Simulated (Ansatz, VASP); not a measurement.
# NaW: VASP beside Ansatz

```
CELL_PARAMETERS angstrom
2.62248 0.00000 0.00000
0.00000 2.62248 0.00000
0.00000 0.00000 5.56558
ATOMIC_POSITIONS crystal
Na 0.50000 0.50000 0.50000
W 0.00000 0.00000 0.00000
```

Change from the starting cell: species swapped into the CeAg type (P4/mmm, No. 123).

Alike in both runs: functional PBE; k mesh 20 × 20 × 10; occupations gaussian, width 0.1 eV; no spin polarisation.

Ansatz relaxed the structure, and its values are those at the end. VASP's run is a single point on that final structure, the one shown.

|  | VASP | Ansatz |
| --- | --- | --- |
| version | VASP 6.6.1 | Ansatz 0.2.0 |
| potentials or method | VASP PAW PBE potentials, release 64 (Na_pv, W_sv), cutoff 520 eV | scalar-relativistic, plane waves, PAW |
| valence electrons in the cell | 21 | 23 |

```tsv
	VASP	Ansatz	Ansatz less VASP
gap on the k mesh at the Fermi level (eV)	none	none	-
pressure (GPa)	0.2	0.0	-0.23
```

A gap of «none» marks a metal or a gap that the smearing closes. VASP's potentials hold 21 valence electrons a cell and Ansatz's 23, so a difference there can come from the potentials and not from the codes.

Neither program's run includes spin-orbit coupling.
